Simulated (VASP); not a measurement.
# CsCl (Pm-3m) in VASP: a series of runs

The runs below take CsCl through elastic constants, with PBEsol.

All numbers are computed with VASP 6.6.1; they aren't measurements. Logs are shortened: lines on timing, memory, paths and dates and some standing lists are left out, and cuts for length are marked.

## Step 1: The cell of the first run

It takes space group Pm-3m (No. 221, cubic). The conventional cell has a = 3.637 Å, b = 3.637 Å, c = 3.637 Å, α = 90.00°, β = 90.00°, γ = 90.00°. Within 4.1 Å of Cs (site symmetry m-3m) lie 8 Cl at 3.15 Å and 6 Cs at 3.64 Å. Cl (site symmetry m-3m) has 8 Cs at 3.15 Å and 6 Cl at 3.64 Å within 4.1 Å.

## Step 2: Elastic constants, PBEsol

File INCAR:

```
ALGO = Normal
EDIFF = 1E-8
ENCUT = 500
GGA = PS
GGA_COMPAT = F
IBRION = 6
ISIF = 3
ISMEAR = 0
LASPH = T
LCHARG = F
LREAL = F
LWAVE = F
NELM = 120
NFREE = 2
NSW = 1
POTIM = 0.015
PREC = Accurate
SIGMA = 0.01
```

File KPOINTS:

```
k-points
0
Gamma
  6 6 6
```

File POSCAR:

```
CsCl
1.0
    3.6369583661      0.0000000000      0.0000000000
    0.0000000000      3.6369583661      0.0000000000
    0.0000000000      0.0000000000      3.6369583661
Cs Cl
1 1
Direct
    0.0000000000      0.0000000000      0.0000000000
    0.5000000000      0.5000000000      0.5000000000
```

Potentials or basis: VASP PAW PBE potentials, release 64 (Cs_sv, Cl).

Run with:

```console
$ cat potpaw_PBE.64/Cs_sv/POTCAR potpaw_PBE.64/Cl/POTCAR > POTCAR
$ mpirun -np 1 vasp_std > vasp.out
```

OUTCAR:

```text
EDIFF = 1E-8
   ENCUT = 500
   GGA = PS
   IBRION = 6
   ISIF = 3
   ISMEAR = 0
   LASPH = T
   LREAL = F
   NELM = 120
   NFREE = 2
   NSW = 1
   POTIM = 0.015
   PREC = Accurate

 ion  position               nearest neighbor table
   1  0.000  0.000  0.000-
   2  0.500  0.500  0.500-

  LATTYP: Found a simple cubic cell.
 ALAT       =     3.6369583661

  Lattice vectors:

 A1 = (   3.6369583661,   0.0000000000,   0.0000000000)
 A2 = (   0.0000000000,   3.6369583661,   0.0000000000)
 A3 = (   0.0000000000,   0.0000000000,   3.6369583661)

Analysis of symmetry for initial positions (statically):
=====================================================================
 Subroutine PRICEL returns:
 Original cell was already a primitive cell.

 Routine SETGRP: Setting up the symmetry group for a
 simple cubic supercell.

 Subroutine GETGRP returns: Found 48 space group operations
 (whereof 48 operations were pure point group operations)
 out of a pool of 48 trial point group operations.

The static configuration has the point symmetry O_h .

Analysis of symmetry for dynamics (positions and initial velocities):
=====================================================================
 Subroutine PRICEL returns:
 Original cell was already a primitive cell.

 Routine SETGRP: Setting up the symmetry group for a
 simple cubic supercell.

 Subroutine GETGRP returns: Found 48 space group operations
 (whereof 48 operations were pure point group operations)
 out of a pool of 48 trial point group operations.

The dynamic configuration has the point symmetry O_h .

 Subroutine INISYM returns: Found 48 space group operations
 (whereof 48 operations are pure point group operations),
 and found     1 'primitive' translations

----------------------------------------------------------------------------------------

                                     Primitive cell

  volume of cell :      48.1077

  direct lattice vectors                    reciprocal lattice vectors
     3.636958366  0.000000000  0.000000000     0.274955031  0.000000000  0.000000000
     0.000000000  3.636958366  0.000000000     0.000000000  0.274955031  0.000000000
     0.000000000  0.000000000  3.636958366     0.000000000  0.000000000  0.274955031

  length of vectors
     3.636958366  3.636958366  3.636958366     0.274955031  0.274955031  0.274955031

  position of ions in fractional coordinates (direct lattice)
     0.000000000  0.000000000  0.000000000
     0.500000000  0.500000000  0.500000000

  ion indices of the primitive-cell ions
   primitive index   ion index
                 1           1
                 2           2

----------------------------------------------------------------------------------------

 KPOINTS: k-points

Automatic generation of k-mesh.
 Grid dimensions read from file:
 generate k-points for:    6    6    6

 Generating k-lattice:

  Cartesian coordinates                     Fractional coordinates (reciprocal lattice)
     0.045825838  0.000000000  0.000000000     0.166666667  0.000000000  0.000000000
     0.000000000  0.045825838  0.000000000     0.000000000  0.166666667  0.000000000
[... 106 lines left out ...]

  FORCE on cell =-STRESS in cart. coord.  units (eV):
  Direction    XX          YY          ZZ          XY          YZ          ZX
  --------------------------------------------------------------------------------------
  -------------------------------------------------------------------------------------
  Total        4.6132017      4.6132017      4.6132017      0.0000000      0.0000000     -0.0000000
  in kB      153.6377853    153.6377853    153.6377853      0.0000000      0.0000000     -0.0000000
  external PRESSURE =     153.6377853 kB  Pullay stress =       0.0000000 kB
[... 89 lines left out ...]
  FREE ENERGIE OF THE ION-ELECTRON SYSTEM (eV)
  ---------------------------------------------------
  free  energy   TOTEN  =        -6.1086462871 eV

  energy  without entropy=       -6.1086462871  energy(sigma->0) =       -6.10864629

[... ionic steps 4 to 14 ...]

--------------------------------------- Ionic step       15  -------------------------------------------

 number of electron      15.9999998 magnetization

------------------------ aborting loop because EDIFF is reached ----------------------------------------
[... 67 lines left out ...]
--------------------------------------- Ionic step       17  -------------------------------------------

 number of electron      15.9999999 magnetization

 Free energy of the ion-electron system (eV)
  ---------------------------------------------------
  ext. energy  EPLUGINS =         0.00000000
  ---------------------------------------------------
  free energy    TOTEN  =        -6.18118412 eV

  energy without entropy =       -6.18118412  energy(sigma->0) =       -6.18118412

 E-fermi :   2.4213     XC(G=0): -10.3334

 val. band max:        2.3627716558   @ k =   0.0000   0.0000   0.0000
 cond. band min:       6.6438099821   @ k =   0.0000   0.0000   0.0000
 fundamental gap:      4.2810383263
 Fermi energy:         2.4213476615

 k-point     1 :       0.0000    0.0000    0.0000
  band No.  band energies     occupation
      1     -17.2303      2.00000
      2     -10.5700      2.00000
      3      -3.2662      2.00000
      4      -3.2662      2.00000
      5      -3.2657      2.00000
      6       2.3617      2.00000
      7       2.3628      2.00000
      8       2.3628      2.00000
      9       6.6438      0.00000
     10       6.6454      0.00000
     11       9.5881      0.00000
     12      13.3607      0.00000
[... 331 lines left out ...]
 k-point    24 :       0.0000    0.1667    0.1667
  band No.  band energies     occupation
      1     -17.0510      2.00000
      2     -10.7418      2.00000
      3      -3.8862      2.00000
      4      -3.1220      2.00000
      5      -3.0239      2.00000
      6       1.1433      2.00000
      7       2.0005      2.00000
      8       2.2070      2.00000
      9       7.5923      0.00000
     10       8.4271      0.00000
     11      10.6269      0.00000
     12      12.1868      0.00000

 [... further k-points ...]

------------------------ aborting loop because EDIFF is reached ----------------------------------------

  FORCE on cell =-STRESS in cart. coord.  units (eV):
  Direction    XX          YY          ZZ          XY          YZ          ZX
  --------------------------------------------------------------------------------------
  -------------------------------------------------------------------------------------
  Total        4.6135846      4.6153438      4.6153438      0.0000000      0.0000000      0.0000000
  in kB      153.6505368    153.7091259    153.7091259      0.0000000      0.0000000      0.0000000
  external PRESSURE =     153.6895962 kB  Pullay stress =       0.0000000 kB
[... 17 lines left out ...]
  FREE ENERGIE OF THE ION-ELECTRON SYSTEM (eV)
  ---------------------------------------------------
  free  energy   TOTEN  =        -6.1811841166 eV

  energy  without entropy=       -6.1811841166  energy(sigma->0) =       -6.18118412

 INTERNAL STRAIN TENSORS FROM STRAINED CELLS
 ============================================

 INTERNAL STRAIN TENSOR FOR ION    1 for displacements in x,y,z  (eV/Angst):
          X           Y           Z          XY          YZ          ZX
  --------------------------------------------------------------------------------
  x     0.00000     0.00000     0.00000     0.00000     0.00000    -0.00000
  y     0.00000     0.00000     0.00000     0.00000     0.00000     0.00000
  z     0.00000     0.00000     0.00000     0.00000     0.00000     0.00000

 INTERNAL STRAIN TENSORS FROM DISPLACED ATOMS
 ============================================

 INTERNAL STRAIN TENSOR FOR ION    1 for displacements in x,y,z  (eV/Angst):
          X           Y           Z          XY          YZ          ZX
  --------------------------------------------------------------------------------
  x     0.00000     0.00000     0.00000     0.00000     0.00000     0.00000
  y     0.00000     0.00000     0.00000     0.00000     0.00000     0.00000
  z     0.00000     0.00000     0.00000     0.00000     0.00000     0.00000

 INTERNAL STRAIN TENSOR FOR ION    2 for displacements in x,y,z  (eV/Angst):
          X           Y           Z          XY          YZ          ZX
  --------------------------------------------------------------------------------
  x     0.00000     0.00000     0.00000     0.00000     0.00000     0.00000
  y     0.00000     0.00000     0.00000     0.00000     0.00000     0.00000
  z     0.00000     0.00000     0.00000     0.00000     0.00000     0.00000

 Eigenvectors and eigenvalues of the dynamical matrix
 ----------------------------------------------------

   1 f  =    6.157532 THz    38.688916 2PiTHz  205.393166 cm-1    25.465496 meV
             X         Y         Z           dx          dy          dz
      0.000000  0.000000  0.000000     0.458999   -0.000000    0.000000
      1.818479  1.818479  1.818479    -0.888437    0.000000    0.000000
[... 21 lines left out ...]
   6 f/i=    0.000700 THz     0.004398 2PiTHz    0.023348 cm-1     0.002895 meV
             X         Y         Z           dx          dy          dz
      0.000000  0.000000  0.000000    -0.888437    0.000000    0.000000
      1.818479  1.818479  1.818479    -0.458999    0.000000    0.000000

--------------------------------------------------------------------------------------------------------

 ELASTIC MODULI CONTR FROM IONIC RELAXATION (kBar)
 Direction    XX          YY          ZZ          XY          YZ          ZX
 --------------------------------------------------------------------------------
 XX           0.0000      0.0000      0.0000      0.0000      0.0000      0.0000
 YY           0.0000      0.0000      0.0000      0.0000      0.0000      0.0000
 ZZ           0.0000      0.0000      0.0000      0.0000      0.0000      0.0000
 XY           0.0000      0.0000      0.0000      0.0000      0.0000      0.0000
 YZ           0.0000      0.0000      0.0000      0.0000      0.0000      0.0000
 ZX           0.0000      0.0000      0.0000      0.0000      0.0000      0.0000
 --------------------------------------------------------------------------------

 TOTAL ELASTIC MODULI (kBar)
 Direction    XX          YY          ZZ          XY          YZ          ZX
 --------------------------------------------------------------------------------
 XX         951.5446    569.9266    569.9266      0.0000     -0.0000     -0.0000
 YY         569.9266    951.5446    569.9266      0.0000      0.0000     -0.0000
 ZZ         569.9266    569.9266    951.5446     -0.0000     -0.0000     -0.0000
 XY           0.0000      0.0000     -0.0000    561.9073      0.0000      0.0000
 YZ          -0.0000      0.0000     -0.0000      0.0000    561.9073      0.0000
 ZX          -0.0000     -0.0000     -0.0000      0.0000      0.0000    561.9073
 --------------------------------------------------------------------------------
```

Wall time 4.1 min (1 thread of Oxide Virtual Turin-like, shared host); peak memory 0.2 GiB.

What came out:

| Quantity | Value |
| --- | --- |
| Elastic constants C11, C12, C44 | 95, 57, 56 GPa |
| Voigt bulk modulus | 70 GPa |
| Highest phonon frequency at Γ, LO-TO splitting left out | 205 cm⁻¹ |

Phonon frequencies in cm⁻¹ (negative: imaginary):
```csv
q point,frequencies
"(0.000, 0.000, 0.000)",0 0 0 205 205 205
```

Elastic tensor in Voigt notation (GPa, in the Cartesian axes of the cell as first typed):
```
95 57 57  0  0  0
57 95 57  0  0  0
57 57 95  0  0  0
 0  0  0 56  0  0
 0  0  0  0 56  0
 0  0  0  0  0 56
```

Clamped-ion elastic tensor (GPa):
```
95 57 57  0  0  0
57 95 57  0  0  0
57 57 95  0  0  0
 0  0  0 56  0  0
 0  0  0  0 56  0
 0  0  0  0  0 56
```

Caveat: the cell is under stress, which shifts elastic constants; the PAW data sets were made with another functional, which shifts forces and pressure a little; spin-orbit coupling is left out, which moves the levels of the heavy elements.

[end of part 1 of 3]
